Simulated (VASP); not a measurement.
# NaCl (Fm-3m) in VASP: further runs, part 2 of 2

VASP 6.6.1. Earlier steps stand in the parts before.

### Step 3. Single point, PBE+D3(BJ)

This run uses another cell than the first one, of 21.69 Å³/atom.

Input file INCAR:

```
PREC     = Accurate       # precision mode
ENCUT    = 500            # plane-wave cutoff, eV
EDIFF    = 1E-6           # SCF threshold, eV
ISMEAR   = 0              # smearing method
SIGMA    = 0.02           # smearing width, eV
LREAL    = F              # projectors in reciprocal space
LASPH    = T              # aspherical terms in the spheres
NELM     = 120            # most SCF steps
ALGO     = Normal         # electronic algorithm
ISIF     = 2              # what is computed and relaxed
LWAVE    = F              # write WAVECAR
LCHARG   = F              # write CHGCAR
GGA      = PE             # functional
IVDW     = 12             # dispersion correction
NBANDS   = 14             # bands
GGA_COMPAT= F
```

Input file KPOINTS:

```
Automatic mesh
0
Gamma
  8 8 8
```

Input file POSCAR:

```
NaCl
1.0
    0.0000000000      2.7889616955      2.7889616955
    2.7889616955      0.0000000000      2.7889616955
    2.7889616955      2.7889616955      0.0000000000
Na Cl
1 1
Direct
    0.0000000000      0.0000000000      0.0000000000
    0.5000000000      0.5000000000      0.5000000000
```

Potentials or basis: VASP PAW PBE potentials, release 64 (Na_pv, Cl).

The run is started by

```
> cat potpaw_PBE.64/Na_pv/POTCAR potpaw_PBE.64/Cl/POTCAR > POTCAR
> mpirun -np 1 vasp_std > vasp.out
```

OUTCAR:

```text
PREC = Accurate
   ENCUT = 500
   EDIFF = 1E-6
   ISMEAR = 0
   LREAL = F
   LASPH = T
   NELM = 120
   ISIF = 2
   GGA = PE
   IVDW = 12
 IVDW          = 12

 ion  position               nearest neighbor table
   1  0.000  0.000  0.000-
   2  0.500  0.500  0.500-

  LATTYP: Found a face centered cubic cell.
 ALAT       =     5.5779233910

  Lattice vectors:

 A1 = (   0.0000000000,   2.7889616955,   2.7889616955)
 A2 = (   2.7889616955,   0.0000000000,   2.7889616955)
[... 592 lines left out ...]
 [... further k-points ...]

------------------------ aborting loop because EDIFF is reached ----------------------------------------

 Edisp (eV)   -0.44411

 E8    (eV) :    -0.1857

  FORCE on cell =-STRESS in cart. coord.  units (eV):
  Direction    XX          YY          ZZ          XY          YZ          ZX
  --------------------------------------------------------------------------------------
  -------------------------------------------------------------------------------------
  Total      -0.01237    -0.01237    -0.01237    -0.00000    -0.00000     0.00000
  in kB      -0.45690    -0.45690    -0.45690    -0.00000    -0.00000     0.00000
  external pressure =       -0.46 kB  Pullay stress =        0.00 kB

 VOLUME and BASIS-vectors are now :
 -----------------------------------------------------------------------------
  energy-cutoff  :      500.00
  volume of cell :       43.39
      direct lattice vectors                 reciprocal lattice vectors
     0.000000000  2.788961695  2.788961695    -0.179278188  0.179278188  0.179278188
     2.788961695  0.000000000  2.788961695     0.179278188 -0.179278188  0.179278188
     2.788961695  2.788961695  0.000000000     0.179278188  0.179278188 -0.179278188

 POSITION                                       TOTAL-FORCE (eV/Angst)
 -----------------------------------------------------------------------------------
      0.00000      0.00000      0.00000         0.000000      0.000000      0.000000
      2.78896      2.78896      2.78896        -0.000000     -0.000000     -0.000000
 -----------------------------------------------------------------------------------
    total drift:                               -0.000000      0.000000      0.000000

  FREE ENERGIE OF THE ION-ELECTRON SYSTEM (eV)
  ---------------------------------------------------
  free  energy   TOTEN  =        -7.2072906455 eV

  energy  without entropy=       -7.2072906455  energy(sigma->0) =       -7.20729065
```

OSZICAR:

```text
N       E                     dE             d eps       ncg     rms          rms(c)
DAV:   1     0.101057431689E+03    0.10106E+03   -0.68514E+03   818   0.993E+02
DAV:   2     0.126769969720E+01   -0.99790E+02   -0.89869E+02   888   0.261E+02
DAV:   3    -0.682179354980E+01   -0.80895E+01   -0.80395E+01  1040   0.717E+01
DAV:   4    -0.695271294879E+01   -0.13092E+00   -0.13087E+00   914   0.970E+00
DAV:   5    -0.695556088872E+01   -0.28479E-02   -0.28477E-02  1070   0.146E+00    0.216E+00
DAV:   6    -0.676927671666E+01    0.18628E+00   -0.30581E-01  1006   0.327E+00    0.162E+00
DAV:   7    -0.675776936348E+01    0.11507E-01   -0.80604E-02  1102   0.165E+00    0.110E+00
DAV:   8    -0.676320823262E+01   -0.54389E-02   -0.95903E-03   872   0.852E-01    0.303E-01
DAV:   9    -0.676308817944E+01    0.12005E-03   -0.21366E-04  1058   0.114E-01    0.160E-01
DAV:  10    -0.676319261034E+01   -0.10443E-03   -0.28288E-04   902   0.138E-01    0.598E-02
DAV:  11    -0.676318386311E+01    0.87472E-05   -0.16784E-05  1022   0.398E-02    0.133E-02
DAV:  12    -0.676318403766E+01   -0.17454E-06   -0.20503E-06   932   0.140E-02
   1 F= -.72072906E+01 E0= -.72072906E+01  d E =-.599758E-31
```

stdout:

```text
POSCAR found type information on POSCAR NaCl
 POSCAR found :  2 types and       2 ions
 scaLAPACK will be used
 LDA part: xc-table for (Slater+PW92), standard interpolation
 POSCAR, INCAR and KPOINTS ok, starting setup
 FFT: planning ... GRIDC
 FFT: planning ... GRID_SOFT
 FFT: planning ... GRID
 WAVECAR not read
 entering main loop
```

Run time: 14 s. Hardware: 1 thread of Intel Xeon Platinum 8259CL at 2.50GHz (Skylake/Cascade Lake), shared host; peak memory 0.17 GiB.

What came out:

- Free energy: -7.2073 eV
- Pressure: 0.0 GPa
- Band gap on the k mesh: 5.24 eV
- Dispersion energy per atom: -0.222 eV

PBE gaps usually lie below the measured ones, often by a third to a half.

### Step 4. Relaxation of cell and atoms, PBE+D3(BJ)

Input file INCAR:

```
  PREC = Accurate
  ENCUT = 500
  EDIFF = 1E-7
  ISMEAR = 0
  SIGMA = 0.02
  LREAL = False
  LASPH = True
  NELM = 120
  ALGO = Normal
  ISIF = 3
  LWAVE = False
  LCHARG = False
  GGA = PE
  IVDW = 12
  IBRION = 2
  NSW = 100
  EDIFFG = -0.002
  GGA_COMPAT = False
  NELMIN = 4
```

Input file KPOINTS:

```
regular mesh
0
Gamma
  8 8 8
```

Input file POSCAR:

```
NaCl
1.0
    0.0000000000      2.8017500000      2.8017500000
    2.8017500000      0.0000000000      2.8017500000
    2.8017500000      2.8017500000      0.0000000000
Na Cl
1 1
Direct
    0.0000000000      0.0000000000      0.0000000000
    0.5000000000      0.5000000000      0.5000000000
```

The run is started by

```
> cat potpaw_PBE.64/Na_pv/POTCAR potpaw_PBE.64/Cl/POTCAR > POTCAR
> mpirun -np 1 vasp_std > vasp.out
```

It took 29 s on 1 thread of Intel Xeon Platinum 8259CL at 2.50GHz (Skylake/Cascade Lake), shared host; peak memory 0.17 GiB.

The run converged. Its results:

```yaml
Free_energy: -7.2076 eV
Relaxed_volume: 21.66 Å³/atom
Relaxed_cell: a = 3.942 Å, b = 3.942 Å, c = 3.942 Å, α = 60.00°, β = 60.00°, γ = 60.00°
Space_group_after_relaxing_to_0.1_Å: Fm-3m (No. 225)
Energy_gained_by_relaxing: 0.4 meV/atom
Ionic_steps: 3
Pressure_after_relaxing: 0.0 GPa
Band_gap_on_the_k_mesh: 5.24 eV
Dispersion_energy_per_atom: -0.222 eV
```

Step by step:
```csv
step,energy change (eV),largest force (eV/Å),pressure (GPa),volume (Å³)
1,0.0000,0.0000,-0.42,43.99
2,-0.0007,0.0000,-0.19,43.62
3,-0.0009,0.0000,0.00,43.33
```

Final structure:
```cif
data_structure
_symmetry_space_group_name_H-M 'P 1'
_symmetry_Int_Tables_number 1
_cell_length_a 3.9424
_cell_length_b 3.9424
_cell_length_c 3.9424
_cell_angle_alpha 60.000
_cell_angle_beta 60.000
_cell_angle_gamma 60.000
_cell_volume 43.33
loop_
_atom_site_label
_atom_site_type_symbol
_atom_site_fract_x
_atom_site_fract_y
_atom_site_fract_z
_atom_site_occupancy
Na1 Na 0.00000 0.00000 0.00000 1
Cl1 Cl 0.50000 0.50000 0.50000 1
```

Levels at points of the mesh, in eV from the valence-band top:
```tsv
k point	band 5	band 6	band 7	band 8	band 9	band 10
(0.00, 0.00, 0.00)	0.00	0.00	0.00	5.24	11.15	11.15
(0.50, 0.00, 0.00)	-2.03	-0.28	-0.28	7.33	10.91	11.06
(0.50, 0.50, 0.00)	-1.75	-0.63	-0.63	7.64	8.05	11.57
```

### Step 5. Overview

| task | cell | k mesh | smearing | gap on the mesh (eV) | pressure (GPa) |
| --- | --- | --- | --- | --- | --- |
| single point | a = 3.962 Å, angles 60.0°, 2 atoms | 6 × 6 × 6 | gaussian 0.1 eV | 5.18 | -0.4 |
| single point | a = 3.944 Å, angles 60.0°, 2 atoms | 8 × 8 × 8 | gaussian 0.02 eV | 5.24 | 0.0 |
| relaxation of cell and atoms | relaxed from a = 3.962 Å, angles 60.0°, 2 atoms | 8 × 8 × 8 | gaussian 0.02 eV | 5.24 | 0.0 |

Alike in all rows: level PBE+D3(BJ); potentials or basis VASP PAW PBE potentials, release 64 (Na_pv, Cl); no spin polarisation; cutoff (eV) 500.

Absolute energies hang on the potentials; compare differences alone.
